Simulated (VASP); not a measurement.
Wanted: the native input for a VASP 6.6.1 run.

```yaml
Task: relaxation of cell and atoms
Functional: r2SCAN
Potentials_or_basis: VASP PAW PBE potentials, release 64 (Te, Pb_d)
Cutoff: 600 eV
k_mesh: 4 × 4 × 4
Occupations: fermi-dirac, width 0.01 eV
Spin: no spin polarisation
Target_pressure: 2 GPa
Dipole_correction: no
Further_INCAR_settings: ALGO = Normal; EDIFF = 1e-06; IBRION = 2; EDIFFG = -0.05; NSW = 80; ISIF = 3
```

Crystal: TePb.

```
Te Pb
1.0
     4.56932    0.00000    0.00000
     2.28466    3.95715    0.00000
     2.28466    1.31905    3.73084
Te Pb
1 1
Cartesian
  4.5693 2.6381 1.8654
  0.0000 0.0000 0.0000
```

These files were run (other wordings do the same):

POSCAR

```
TePb
1.0
    4.5693240000      0.0000000000      0.0000000000
    2.2846620000      3.9571506621      0.0000000000
    2.2846620000      1.3190502207      3.7308374232
Te Pb
1 1
Direct
    0.5000000000      0.5000000000      0.5000000000
    0.0000000000      0.0000000000      0.0000000000
```

INCAR.step1

```
  PREC = Accurate
  ENCUT = 600
  ISMEAR = -1
  SIGMA = 0.01
  LREAL = False
  LASPH = True
  NELM = 80
  GGA = PE
  ALGO = Normal
  EDIFF = 1E-4
  LWAVE = True
  LCHARG = False
```

INCAR.step2

```
  PREC = Accurate
  ENCUT = 600
  EDIFF = 1E-6
  ISMEAR = -1
  SIGMA = 0.01
  LREAL = False
  LASPH = True
  NELM = 80
  ALGO = Normal
  ISIF = 3
  LWAVE = False
  LCHARG = False
  METAGGA = R2SCAN
  LMIXTAU = True
  IBRION = 2
  NSW = 80
  EDIFFG = -0.05
  PSTRESS = 20.0
  ISTART = 1
```

KPOINTS

```
Automatic mesh
0
Gamma
  4 4 4
```

Potentials or basis: VASP PAW PBE potentials, release 64 (Te, Pb_d).

Run with:

```bash
$ cat potpaw_PBE.64/Te/POTCAR potpaw_PBE.64/Pb_d/POTCAR > POTCAR
$ cp INCAR.step1 INCAR
$ mpirun -np 1 vasp_std > vasp.out
$ cp INCAR.step2 INCAR
$ mpirun -np 1 vasp_std > vasp.out
```

Results of the run:

```yaml
Relaxed_volume: 33.33 Å³/atom
Relaxed_cell: a = 4.551 Å, b = 4.551 Å, c = 4.551 Å, α = 60.00°, β = 60.00°, γ = 60.00°
Space_group_after_relaxing_to_0.1_Å: Fm-3m (No. 225)
Energy_change_on_relaxing_the_run_minimises_the_enthalpy: +4.8 meV/atom
Ionic_steps: 2
Pressure_after_relaxing: 2.2 GPa
Band_gap_on_the_k_mesh: 1.00 eV
```

Caveat: the k points lie up to 0.42 Å⁻¹ apart in the final cell; the cell is relaxed towards a set pressure, so the run minimises the enthalpy, not the energy; the PAW data sets were made with another functional, which shifts forces and pressure a little; spin-orbit coupling is left out, which moves the levels of the heavy elements.

It took 2.7 min on 1 thread of AMD EPYC 7R13, with other jobs on the host, peak memory 0.23 GiB.
